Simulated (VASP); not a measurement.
# MgI2 (P-3m1) in VASP: a series of runs

MgI2 is run at these levels: LDA; tasks: single point.

Everything below comes from runs of VASP 6.6.1. Logs are shortened: lines on timing, memory, paths and dates and some standing lists are left out, and cuts for length are marked.

## (1) The cell of the first run

It takes space group P-3m1 (No. 164, trigonal). Conventional cell: a = 3.909 Å, b = 3.909 Å, c = 7.749 Å, α = 90.00°, β = 90.00°, γ = 120.00°. Within 3.9 Å of Mg (site symmetry -3m) lie 6 I at 2.94 Å. Within 3.9 Å of I (site symmetry 3m) lie 3 Mg at 2.94 Å.

## (2) Single point, LDA

Contents of INCAR:

```
  ALGO = Normal
  EDIFF = 1E-6
  ENCUT = 520
  GGA = CA
  ISIF = 2
  ISMEAR = 0
  LASPH = T
  LCHARG = F
  LREAL = F
  LWAVE = F
  NBANDS = 15
  NELM = 60
  PREC = Accurate
  SIGMA = 0.05
```

Contents of KPOINTS:

```
k-points
0
Gamma
  9 9 4
```

Contents of POSCAR:

```
MgI2
1.0
    3.9087814674      0.0000000000      0.0000000000
   -1.9543907337      3.3851040486      0.0000000000
    0.0000000000      0.0000000000      7.7488670762
Mg I
1 2
Direct
    0.0000000000      0.0000000000      0.0000000000
    0.3333333333      0.6666666667      0.7576300000
    0.6666666667      0.3333333333      0.2423700000
```

Potentials or basis: VASP PAW LDA potentials, release 64 (Mg, I).

Started as:

```
cat potpaw_LDA.64/Mg/POTCAR potpaw_LDA.64/I/POTCAR > POTCAR
mpirun -np 1 vasp_std > vasp.out
```

OUTCAR:

```text
EDIFF = 1E-6
   ENCUT = 520
   GGA = CA
   ISIF = 2
   ISMEAR = 0
   LASPH = T
   LREAL = F
   NELM = 60
   PREC = Accurate

 ion  position               nearest neighbor table
   1  0.000  0.000  0.000-   2 2.94   3 2.94   2 2.94   3 2.94   3 2.94   2 2.94
   2  0.333  0.667  0.758-   1 2.94   1 2.94   1 2.94
   3  0.667  0.333  0.242-   1 2.94   1 2.94   1 2.94

  LATTYP: Found a hexagonal cell.
 ALAT       =     3.9087814674
 C/A-ratio  =     1.9824252496

  Lattice vectors:

 A1 = (   3.9087814674,   0.0000000000,   0.0000000000)
 A2 = (  -1.9543907337,   3.3851040486,   0.0000000000)
 A3 = (   0.0000000000,   0.0000000000,   7.7488670762)

Analysis of symmetry for initial positions (statically):
=====================================================================
 Subroutine PRICEL returns:
 Original cell was already a primitive cell.

 Routine SETGRP: Setting up the symmetry group for a
 hexagonal supercell.

 Subroutine GETGRP returns: Found 12 space group operations
 (whereof 12 operations were pure point group operations)
 out of a pool of 24 trial point group operations.

The static configuration has the point symmetry D_3d.

Analysis of symmetry for dynamics (positions and initial velocities):
=====================================================================
 Subroutine PRICEL returns:
 Original cell was already a primitive cell.

 Routine SETGRP: Setting up the symmetry group for a
 hexagonal supercell.

 Subroutine GETGRP returns: Found 12 space group operations
 (whereof 12 operations were pure point group operations)
 out of a pool of 24 trial point group operations.

The dynamic configuration has the point symmetry D_3d.

 Subroutine INISYM returns: Found 12 space group operations
 (whereof 12 operations are pure point group operations),
 and found     1 'primitive' translations

----------------------------------------------------------------------------------------

                                     Primitive cell

  volume of cell :     102.5302

  direct lattice vectors                    reciprocal lattice vectors
     3.908781467  0.000000000  0.000000000     0.255834205  0.147705947  0.000000000
    -1.954390734  3.385104049  0.000000000     0.000000000  0.295411894  0.000000000
     0.000000000  0.000000000  7.748867076     0.000000000  0.000000000  0.129051123

  length of vectors
     3.908781467  3.908781467  7.748867076     0.295411894  0.295411894  0.129051123

  position of ions in fractional coordinates (direct lattice)
     0.000000000  0.000000000  0.000000000
     0.333333333  0.666666667  0.757630000
     0.666666667  0.333333333  0.242370000

  ion indices of the primitive-cell ions
   primitive index   ion index
                 1           1
                 2           2
                 3           3

----------------------------------------------------------------------------------------

 KPOINTS: k-points

Automatic generation of k-mesh.
 Grid dimensions read from file:
 generate k-points for:    9    9    4

 Generating k-lattice:

  Cartesian coordinates                     Fractional coordinates (reciprocal lattice)
     0.028426023  0.016411772  0.000000000     0.111111111  0.000000000  0.000000000
     0.000000000  0.032823544  0.000000000     0.000000000  0.111111111  0.000000000
     0.000000000  0.000000000  0.032262781     0.000000000  0.000000000  0.250000000

  Length of vectors
     0.032823544  0.032823544  0.032262781

  Shift w.r.t. Gamma in fractional coordinates (k-lattice)
     0.000000000  0.000000000  0.000000000

 Subroutine IBZKPT returns following result:
 ===========================================

 Found     43 irreducible k-points:

 Following reciprocal coordinates:
            Coordinates               Weight
  0.000000  0.000000  0.000000      1.000000
  0.111111 -0.000000  0.000000      6.000000
  0.222222 -0.000000  0.000000      6.000000
  0.333333 -0.000000  0.000000      6.000000
  0.444444 -0.000000  0.000000      6.000000
  0.111111  0.111111  0.000000      6.000000
[... 16 lines left out ...]
  0.222222  0.111111  0.250000     12.000000
 -0.111111  0.333333  0.250000     12.000000
 [... further k-points ...]
   k-points           NKPTS =     43   k-points in BZ     NKDIM =     43   number of bands    NBANDS=     15
   number of dos      NEDOS =    301   number of ions     NIONS =      3
   total plane-waves  NPLWV =  54000
   dimension x,y,z NGX =    30 NGY =   30 NGZ =   60
   dimension x,y,z NGXF=    60 NGYF=   60 NGZF=  120
   ions per type =               1   2
   NGX,Y,Z   is equivalent  to a cutoff of  12.76, 12.76, 12.87 a.u.
   NGXF,Y,Z  is equivalent  to a cutoff of  25.52, 25.52, 25.75 a.u.
 SYSTEM =  unknown system
   PREC   = accura    normal or accurate (medium, high low for compatibility)
   ISTART =      0    job   : 0-new  1-cont  2-samecut
   ICHARG =      2    charge: 1-file 2-atom 10-const
   ISPIN  =      1    spin polarized calculation?
   LNONCOLLINEAR =      F non collinear calculations
   LSORBIT =      F    spin-orbit coupling
   LASPH  =      T    aspherical Exc in radial PAW
   ENCUT  =  520.0 eV  38.22 Ry    6.18 a.u.   7.27  7.27 14.41*2*pi/ulx,y,z
   NELM   =     60;   NELMIN=  2; NELMDL= -5     # of ELM steps
   EDIFF  = 0.1E-05   stopping-criterion for ELM
   LREAL  =      F    real-space projection
   EDIFFG = 0.1E-04   stopping-criterion for IOM
   NSW    =      0    number of steps for IOM
   IBRION =     -1    ionic relax: 0-MD 1-quasi-New 2-CG
   NFREE  =      0    steps in history (QN), initial steepest desc. (CG)
   ISIF   =      2    stress and relaxation
   ISYM   =      2    0-nonsym 1-usesym 2-fastsym
   POTIM  = 0.5000    time-step for ionic-motion
   TEBEG  =    0.0;   TEEND  =   0.0 temperature during run
   PSTRESS=    0.0 pullay stress
   NELECT =      16.0000    total number of electrons
   NUPDOWN=      -1.0000    fix difference up-down
   EMIN   =  10.00;   EMAX   =-10.00  energy-range for DOS
   EFERMI =   0.00;   METHOD = LEGACY
   ISMEAR =     0;   SIGMA  =   0.05  broadening in eV -4-tet -1-fermi 0-gaus
   EFERMI_NEDOS =   21; number of points for ismear=-14 and -15
   IALGO  =     38    algorithm
   IMIX   =      4    mixing-type and parameters
     AMIX     =   0.40;   BMIX     =  1.00
     AMIX_MAG =   1.60;   BMIX_MAG =  1.00
  volume/ion in A,a.u.               =      34.18       230.64
  Fermi-wavevector in a.u.,A,eV,Ry     =   0.881382  1.665571 10.569477  0.776835
  Thomas-Fermi vector in A             =   2.001871
   LORBIT       =      0    0 simple, 1 ext, 2 COOP (PROOUT), +10 PAW based schemes
   GGA     = CA    functional components
   LHFCALC =     F    Hartree Fock is set to
   AEXX    =    0.0000 exact exchange contribution
   IVDW    =     0    specifies the selected vdW correction
   LEPSILON=     F    determine dielectric tensor
   LRPA    =     F    only Hartree local field effects (RPA)
 non-spin polarized calculation
 Gauss-broadening in eV      SIGMA  =   0.05
  energy-cutoff  :      520.00
  volume of cell :      102.53
 maximum number of plane-waves:      2800
 NGX is ok and might be reduce to    30

 number of electron      15.9999999 magnetization

 Free energy of the ion-electron system (eV)
  ---------------------------------------------------
  ext. energy  EPLUGINS =         0.00000000
  ---------------------------------------------------
  free energy    TOTEN  =        -8.85780674 eV

  energy without entropy =       -8.85780674  energy(sigma->0) =       -8.85780674

 E-fermi :   2.8805     XC(G=0):  -8.5233

 val. band max:        2.6428144112   @ k =   0.0000   0.0000   0.0000
 cond. band min:       5.4387955224   @ k =   0.4444  -0.0000   0.5000
 fundamental gap:      2.7959811112
 Fermi energy:         2.8805228874

 k-point     1 :       0.0000    0.0000    0.0000
  band No.  band energies     occupation
      1     -10.0154      2.00000
      2      -9.5746      2.00000
      3      -1.7008      2.00000
      4       1.2635      2.00000
      5       2.4284      2.00000
      6       2.4284      2.00000
      7       2.6428      2.00000
      8       2.6428      2.00000
      9       5.5085      0.00000
     10       7.6034      0.00000
     11       8.8624      0.00000
     12       9.5752      0.00000
     13       9.5752      0.00000
     14      10.7821      0.00000
     15      10.7821      0.00000

 k-point     2 :       0.1111   -0.0000    0.0000
  band No.  band energies     occupation
      1      -9.9328      2.00000
      2      -9.5096      2.00000
      3      -1.5887      2.00000
      4       1.2935      2.00000
      5       1.7535      2.00000
      6       2.0022      2.00000
      7       2.2533      2.00000
      8       2.5615      2.00000
      9       5.9304      0.00000
     10       8.1300      0.00000
     11       8.6431      0.00000
     12       9.5296      0.00000
     13       9.7356      0.00000
     14      10.2775      0.00000
     15      10.9747      0.00000

 k-point     3 :       0.2222   -0.0000    0.0000
  band No.  band energies     occupation
      1      -9.7066      2.00000
      2      -9.3384      2.00000
      3      -1.2884      2.00000
      4       0.4819      2.00000
      5       0.8559      2.00000
      6       1.3529      2.00000
      7       1.8977      2.00000
      8       2.3277      2.00000
      9       6.4856      0.00000
     10       7.4457      0.00000
     11       8.4617      0.00000
     12       9.0997      0.00000
     13       9.7622      0.00000
     14      10.3348      0.00000
     15      10.8630      0.00000
[... 343 lines left out ...]
 k-point    23 :       0.2222    0.1111    0.2500
  band No.  band energies     occupation
      1      -9.4872      2.00000
      2      -9.2314      2.00000
      3      -1.0371      2.00000
      4       0.0097      2.00000
      5       0.2719      2.00000
      6       1.1002      2.00000
      7       1.5111      2.00000
      8       1.8522      2.00000
      9       6.4461      0.00000
     10       7.8358      0.00000
     11       8.3182      0.00000
     12       9.1134      0.00000
     13       9.4498      0.00000
     14      10.1517      0.00000
     15      10.7596      0.00000

 k-point    24 :      -0.1111    0.3333    0.2500
  band No.  band energies     occupation
      1      -9.4863      2.00000
      2      -9.2324      2.00000
      3      -0.9869      2.00000
      4      -0.1548      2.00000
      5       0.3523      2.00000
      6       1.1207      2.00000
      7       1.5647      2.00000
      8       1.8186      2.00000
      9       6.7879      0.00000
     10       7.1756      0.00000
     11       8.3946      0.00000
     12       9.0526      0.00000
     13       9.4316      0.00000
     14      10.6157      0.00000
     15      10.8920      0.00000

 [... further k-points ...]
[... 5 lines left out ...]
  --------------------------------------------------------------------------------------
  -------------------------------------------------------------------------------------
  Total        0.6448861      0.6448861     -3.3921564      0.0000000      0.0000000      0.0000000
  in kB       10.0772489     10.0772489    -53.0071948      0.0000000      0.0000000      0.0000000
  external PRESSURE =     -10.9508990 kB  Pullay stress =       0.0000000 kB

 VOLUME and BASIS-vectors are now :
 -----------------------------------------------------------------------------
  energy-cutoff  :      520.00
  volume of cell :      102.53
      direct lattice vectors                 reciprocal lattice vectors
     3.908781467  0.000000000  0.000000000     0.255834205  0.147705947  0.000000000
    -1.954390734  3.385104049  0.000000000     0.000000000  0.295411894  0.000000000
     0.000000000  0.000000000  7.748867076     0.000000000  0.000000000  0.129051123

 POSITION                                       TOTAL-FORCE (eV/Angst)
 -----------------------------------------------------------------------------------
      0.00000      0.00000      0.00000        -0.000000      0.000000      0.000000
     -0.00000      2.25674      5.87077         0.000000      0.000000      0.738874
      1.95439      1.12837      1.87809        -0.000000     -0.000000     -0.738874
 -----------------------------------------------------------------------------------
    total drift:                                0.000000     -0.000000     -0.000000

  FREE ENERGIE OF THE ION-ELECTRON SYSTEM (eV)
  ---------------------------------------------------
  free  energy   TOTEN  =        -8.8578067437 eV

  energy  without entropy=       -8.8578067437  energy(sigma->0) =       -8.85780674
```

Run time: 23 s. Hardware: 1 thread of Intel Xeon 6975P-C (Granite Rapids), shared host; peak memory 0.22 GiB.

What came out:

```
Free energy            : -8.8578 eV
Pressure               : -1.1 GPa
Largest force          : 0.739 eV/Å
Band gap on the k mesh : 2.80 eV, indirect (least direct gap 2.87 eV)
```

Forces on the atoms (eV/Å):
```
Mg   0.000  0.000  0.000
I    0.000  0.000  0.739
I    0.000  0.000 -0.739
```

Caveat: spin-orbit coupling is left out, which moves the levels of the heavy elements.

## (3) Single point, LDA

This run uses another cell than the first one, of the same volume but with other edges.

Contents of INCAR:

```
SYSTEM = MgI2
PREC = Accurate ; ENCUT = 520
EDIFF = 1E-6 ; ISMEAR = 0
SIGMA = 0.05 ; LREAL = .FALSE.
LASPH = .TRUE. ; NELM = 100
ALGO = Normal ; ISIF = 2
LWAVE = .FALSE. ; LCHARG = .FALSE.
NBANDS = 15
```

Contents of KPOINTS:

```
regular mesh
0
G
  9 9 4
  0 0 0
```

Contents of POSCAR:

```
MgI2
1.0
    4.0238110365      0.0000000000      0.0000000000
   -2.0119055183      3.4847225777      0.0000000000
    0.0000000000      0.0000000000      7.3121625487
Mg I
1 2
Direct
    0.0000000000      0.0000000000      0.0000000000
    0.3333333333      0.6666666667      0.7576300000
    0.6666666667      0.3333333333      0.2423700000
```

Potentials or basis: VASP PAW LDA potentials, release 64 (Mg, I).

Started as:

```
cat potpaw_LDA.64/Mg/POTCAR potpaw_LDA.64/I/POTCAR > POTCAR
mpirun -np 1 vasp_std > vasp.out
```

Run time: 20 s. Hardware: 1 thread of Intel Xeon 6975P-C (Granite Rapids), shared host; peak memory 0.21 GiB.

Results (log left out):

- Free energy: -9.0238 eV
- Pressure: -1.4 GPa
- Largest force: 0.425 eV/Å
- Band gap on the k mesh: 3.19 eV, indirect (least direct gap 3.33 eV)

Forces in eV/Å, atoms in the order of the input:
```
Mg   0.000  0.000  0.000
I    0.000  0.000  0.425
I    0.000  0.000 -0.425
```

Stress tensor (GPa, compression positive):
```
-0.46  0.00  0.00
 0.00 -0.46  0.00
 0.00  0.00 -3.22
```

Levels at points of the mesh, in eV from the valence-band top:
```
           k point  band 5  band 6  band 7  band 8  band 9  band 10  band 11  band 12
(0.00, 0.00, 0.00)   -0.29   -0.29    0.00    0.00    3.33     4.82     6.70     6.80
(0.00, 0.00, 0.50)   -0.22   -0.22   -0.07   -0.07    4.53     4.81     6.68     6.68
```

Caveat: spin-orbit coupling is left out, which moves the levels of the heavy elements. A k mesh can miss the band edges.

## (4) Single point, LDA

This run uses another cell than the first one, of the same volume but with other edges.

Contents of INCAR:

```
PREC = Accurate ; ENCUT = 520
EDIFF = 1E-7 ; ISMEAR = 0
SIGMA = 0.05 ; LREAL = False
LASPH = True ; NELM = 80
ALGO = Normal ; ISIF = 2
LWAVE = False ; LCHARG = False
NBANDS = 15
```

Contents of KPOINTS:

```
regular mesh
0
Gamma
  9 9 4
```

Contents of POSCAR:

```
MgI2
1.0
    4.4744378167      0.0000000000      0.0000000000
   -2.2372189084      3.8749768170      0.0000000000
    0.0000000000      0.0000000000      5.9134923372
Mg I
1 2
Direct
    0.0000000000      0.0000000000      0.0000000000
    0.3333333333      0.6666666667      0.7576300000
    0.6666666667      0.3333333333      0.2423700000
```

Started as:

```
cat potpaw_LDA.64/Mg/POTCAR potpaw_LDA.64/I/POTCAR > POTCAR
mpirun -np 1 vasp_std > vasp.out
```

It took 21 s on 1 thread of Intel Xeon 6975P-C (Granite Rapids), shared host; peak memory 0.23 GiB.

The run converged. Its results:

* Free energy: -8.7958 eV
* Pressure: -1.6 GPa
* Largest force: 0.228 eV/Å
* Band gap on the k mesh: 2.03 eV, direct

Forces on the atoms (eV/Å):
```
Mg   0.000  0.000  0.000
I    0.000  0.000 -0.228
I    0.000  0.000  0.228
```

Stress tensor (GPa, compression positive):
```
-3.18  0.00  0.00
 0.00 -3.18  0.00
 0.00  0.00  1.61
```

Levels at points of the mesh, in eV from the valence-band top:
```tsv
k point	band 6	band 7	band 8	band 9	band 10	band 11
(0.00, 0.00, 0.00)	-1.21	-1.21	0.00	2.03	3.21	5.19
(0.00, 0.00, 0.50)	-1.67	-1.44	-1.44	3.07	3.58	4.72
```

Caveat: spin-orbit coupling is left out, which moves the levels of the heavy elements. A k mesh can miss the band edges.

## (5) The runs side by side

| cell | gap on the mesh (eV) | pressure (GPa) | largest force (eV/Å) |
| --- | --- | --- | --- |
| a = 3.909, b = 3.909, c = 7.749 Å, angles 90.0, 90.0, 120.0°, 3 atoms | 2.80 | -1.1 | 0.74 |
| a = 4.024, b = 4.024, c = 7.312 Å, angles 90.0, 90.0, 120.0°, 3 atoms | 3.19 | -1.4 | 0.42 |
| a = 4.474, b = 4.474, c = 5.913 Å, angles 90.0, 90.0, 120.0°, 3 atoms | 2.03 | -1.6 | 0.23 |

Alike in all rows: task single point; level LDA; potentials or basis VASP PAW LDA potentials, release 64 (Mg, I); no spin polarisation; k mesh 9 × 9 × 4; cutoff (eV) 520; smearing gaussian 0.05 eV.

Caveats: spin-orbit coupling is left out, which moves the levels of the heavy elements.

Absolute energies hang on the potentials; compare differences alone.
